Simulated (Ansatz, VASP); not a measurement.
# Two plane-wave programs on Mn

```
Mn
1.0
     2.22905    0.00000    0.00000
     0.00000    2.22905    0.00000
     0.00000    0.00000    2.22905
Mn
1
Direct
  0.00000 0.00000 0.00000
```

Alike in both runs: task single point; functional r2SCAN; k mesh 16 × 16 × 16; occupations fermi-dirac, width 0.1 eV; no spin polarisation.

|  | VASP | Ansatz |
| --- | --- | --- |
| version | VASP 6.6.1 | Ansatz 0.2.0 |
| potentials or method | VASP PAW PBE potentials, release 64 (Mn_pv), cutoff 520 eV | plane waves (500 eV) with PAW, scalar-relativistic |
| valence electrons in the cell | 13 | 15 |

|  | VASP | Ansatz | Ansatz less VASP |
| --- | --- | --- | --- |
| pressure (GPa) | 11.4 | 10.3 | -1.10 |

VASP's potentials were made for PBE, not for r2SCAN. VASP's potentials hold 13 valence electrons a cell and Ansatz's 15, so a difference there can come from the potentials and not from the codes.
